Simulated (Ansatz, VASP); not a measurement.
**One calculation of Ca, two programs**

```
CELL_PARAMETERS angstrom
-2.24000 2.24000 2.24000
2.24000 -2.24000 2.24000
2.24000 2.24000 -2.24000
ATOMIC_POSITIONS crystal
Ca 0.00000 0.00000 0.00000
```

Alike in both runs: task relaxation of cell and atoms; functional PBE; k mesh 12 × 12 × 12; occupations gaussian, width 0.1 eV; no spin polarisation.

|  | VASP | Ansatz |
| --- | --- | --- |
| version | VASP 6.6.1 | Ansatz 0.2.0 |
| potentials or method | VASP PAW PBE potentials, release 64 (Ca_sv), cutoff 600 eV | scalar-relativistic, plane waves, PAW |
| valence electrons in the cell | 10 | 10 |

```csv
,VASP,Ansatz,Ansatz less VASP
"gap on the k mesh at the Fermi level, each at its own relaxed structure (eV)",none,none,-
relaxed volume (Å³/atom),42.17,42.04,-0.128
relaxed length of the cell vector where the two differ most in proportion (Å),3.798,3.794,-0.0038
```

A gap of «none» marks a metal or a gap that the smearing closes.
